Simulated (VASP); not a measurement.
Crystal: Si.

```xyz
2
Lattice="0.0000 2.6124 2.8023 2.6124 0.0000 2.8023 2.6124 2.6124 0.0000" Properties=species:S:1:pos:R:3 pbc="T T T"
Si    0.0000    0.0000    0.0000
Si    1.3062    1.3062    1.4011
```

This cell differs from its parent crystal: epitaxial xy strain -4.0%.

Program: VASP 6.6.1. Alike in all runs: task single point; potentials or basis VASP PAW PBE potentials, release 64 (Si); no spin polarisation; cell as given; cutoff (eV) 520; smearing fermi-dirac 0.02 eV. Hardware: 1 thread of Intel Xeon 6975P-C, on a shared host.

Order these runs on this cell by their wall time, lowest first.
A. level r2SCAN; k mesh 8 × 8 × 8
B. level HSE06; k mesh 6 × 6 × 6; grid for exact exchange (PRECFOCK) Normal; screening parameter 0.2079 1/Å
C. level PBE; k mesh 8 × 8 × 8

C (14 s), A (54 s), B (1200 s).
